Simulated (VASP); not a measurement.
The system is Er3O.

```
CELL_PARAMETERS angstrom
4.43730 0.00000 0.00000
0.00000 4.43730 0.00000
0.00000 0.00000 4.43730
ATOMIC_POSITIONS crystal
Er 0.00000 0.50000 0.50000
Er 0.50000 0.00000 0.50000
Er 0.50000 0.50000 0.00000
O 0.00000 0.00000 0.00000
```

The cell was generated, and may not be a known phase.

| Property | Result |
| --- | --- |
| Program | VASP 6.6.1 |
| Task | relaxation of cell and atoms |
| Functional | PBE |
| Potentials or basis | VASP PAW PBE potentials, release 64 (Er_3, O), 4f in core |
| Cutoff | 600 eV |
| k mesh | 4 × 4 × 4 |
| Occupations | gaussian, width 0.1 eV |
| Spin | no spin polarisation |

At the start: pressure 4.6 GPa; volume 21.84 Å³/atom.

Question: Where does the relaxation end?

Answer: Over 3 steps the energy falls by 25.2 meV/atom and the volume is 23.72 Å³/atom (+8.6 %); space group Pm-3m (No. 221, to 0.1 Å) before and after.

Step by step:
```
step  energy change (eV)  largest force (eV/Å)  pressure (GPa)  volume (Å³)
   1              0.0000                0.0000            4.55        87.37
   2             -0.1002                0.0000           -0.29        95.46
   3             -0.1008                0.0000            0.01        94.86
```

Final structure:
```cif
data_structure
_symmetry_space_group_name_H-M 'P 1'
_symmetry_Int_Tables_number 1
_cell_length_a 4.5607
_cell_length_b 4.5607
_cell_length_c 4.5607
_cell_angle_alpha 90.000
_cell_angle_beta 90.000
_cell_angle_gamma 90.000
_cell_volume 94.86
loop_
_atom_site_label
_atom_site_type_symbol
_atom_site_fract_x
_atom_site_fract_y
_atom_site_fract_z
_atom_site_occupancy
Er1 Er 0.00000 0.50000 0.50000 1
Er2 Er 0.50000 0.00000 0.50000 1
Er3 Er 0.50000 0.50000 0.00000 1
O1 O 0.00000 0.00000 0.00000 1
```

Caveat: the highest band is partly filled, so the run has too few bands; the run has no spin polarisation, though such a crystal can be magnetic.
